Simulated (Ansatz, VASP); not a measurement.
**Two plane-wave programs on TiO2**

The input POSCAR:

```
TiO2
1.0
    4.5998373239      0.0000000000      0.0000000000
    0.0000000000      4.5998373239      0.0000000000
    0.0000000000      0.0000000000      2.9592135600
Ti O
2 4
Direct
    0.0000000000      0.0000000000      0.5000000000
    0.5000000000      0.5000000000      0.0000000000
    0.3043213200      0.3043213200      0.5000000000
    0.1956786800      0.8043213200      0.0000000000
    0.8043213200      0.1956786800      0.0000000000
    0.6956786800      0.6956786800      0.5000000000
```

Contents of INCAR.step1:

```
SYSTEM = TiO2
ALGO     = Normal         ! electronic algorithm
EDIFF    = 1E-4           ! SCF threshold, eV
ENCUT    = 520            ! plane-wave cutoff, eV
GGA      = PE             ! functional
ISMEAR   = -1             ! smearing method
LASPH    = .TRUE.         ! aspherical terms in the spheres
LCHARG   = .FALSE.        ! write CHGCAR
LDAU     = .TRUE.         ! DFT+U
LDAUJ    = 0 0          
LDAUL    = 2 -1           ! shell
LDAUTYPE = 2            
LDAUU    = 6 0            ! U, eV
LMAXMIX  = 4              ! l up to which the mixer works
LREAL    = .FALSE.        ! projectors in reciprocal space
LWAVE    = .TRUE.         ! write WAVECAR
NBANDS   = 33             ! bands
NELM     = 150            ! most SCF steps
PREC     = Accurate       ! precision mode
SIGMA    = 0.05           ! smearing width, eV
```

File INCAR.step2:

```
SYSTEM = TiO2
ALGO     = Normal         ! electronic algorithm
EDIFF    = 1E-6           ! SCF threshold, eV
ENCUT    = 520            ! plane-wave cutoff, eV
ISIF     = 2              ! what is computed and relaxed
ISMEAR   = -1             ! smearing method
ISTART   = 1            
LASPH    = .TRUE.         ! aspherical terms in the spheres
LCHARG   = .FALSE.        ! write CHGCAR
LDAU     = .TRUE.         ! DFT+U
LDAUJ    = 0 0          
LDAUL    = 2 -1           ! shell
LDAUPRINT= 1            
LDAUTYPE = 2            
LDAUU    = 6 0            ! U, eV
LMAXMIX  = 4              ! l up to which the mixer works
LMIXTAU  = .TRUE.       
LREAL    = .FALSE.        ! projectors in reciprocal space
LWAVE    = .FALSE.        ! write WAVECAR
METAGGA  = R2SCAN         ! meta-GGA
NBANDS   = 33             ! bands
NELM     = 150            ! most SCF steps
PREC     = Accurate       ! precision mode
SIGMA    = 0.05           ! smearing width, eV
```

KPOINTS

```
k-points
0
G
  6 6 9
  0 0 0
```

Contents of input.yaml:

```yaml
crystal:
  lattice:
    - [4.5998373239, 0.0, 0.0]
    - [0.0, 4.5998373239, 0.0]
    - [0.0, 0.0, 2.95921356]
  atoms:
    - { symbol: Ti, position: [0.0, 0.0, 0.5] }
    - { symbol: Ti, position: [0.5, 0.5, 0.0] }
    - { symbol: O, position: [0.30432132, 0.30432132, 0.5] }
    - { symbol: O, position: [0.19567868, 0.80432132, 0.0] }
    - { symbol: O, position: [0.80432132, 0.19567868, 0.0] }
    - { symbol: O, position: [0.69567868, 0.69567868, 0.5] }
hamiltonian:
  xc: r2scan
  pseudopotentials: { kind: paw }
  hubbard: { sites: [{ species: Ti, l: d, u_eff: 6.0 }] }
kpoints:
  mp_grid: { grid: [6, 6, 9] }
  band_path:
    path:
      - [[0.0, 0.0, 0.0], [0.0, 0.5, 0.0], [0.5, 0.5, 0.0], [0.0, 0.0, 0.0], [0.0, 0.0, 0.5], [0.0, 0.5, 0.5], [0.5, 0.5, 0.5], [0.0, 0.0, 0.5]]
      - [[0.0, 0.5, 0.0], [0.0, 0.5, 0.5]]
      - [[0.5, 0.5, 0.0], [0.5, 0.5, 0.5]]
    npoints: 14
scf:
  occupations: { method: fermi_dirac, width: 0.05 }
  n_extra_bands: 15
output:
  forces: true
  stress: true
  eigenvalues: true
  fatbands: false
```

Alike in both runs: functional r2SCAN; k mesh 6 × 6 × 9; occupations fermi-dirac, width 0.05 eV; no spin polarisation; Hubbard terms Ti d U = 6.0 eV.

|  | VASP | Ansatz |
| --- | --- | --- |
| version | VASP 6.6.1 | Ansatz 0.2.0 |
| potentials or method | VASP PAW PBE potentials, release 64 (Ti_sv, O) | Ansatz PAW |
| plane-wave cutoff (eV) | 520 | 500 |
| valence electrons in the cell | 48 | 48 |
| task | single point | band structure |

|  | VASP | Ansatz | Ansatz less VASP |
| --- | --- | --- | --- |
| gap on the k mesh at the Fermi level (eV) | 3.09 | 2.98 | -0.109 |
| least direct gap on the mesh (eV) | 3.13 | 3.08 | -0.051 |
| pressure (GPa) | 11.8 | 5.0 | -6.73 |
| traceless stress, the component that is largest in VASP (GPa) | 5.12 | 4.36 | -0.763 |
| rms of the force components (eV/Å) | 0.078 | 0.024 | -0.0540 |

VASP's potentials were made for PBE, not for r2SCAN. The programs project onto different local orbitals, so the same U acts differently, and such runs can settle in different states. Atom by atom the forces differ by 0.101 eV/Å (rms over components).
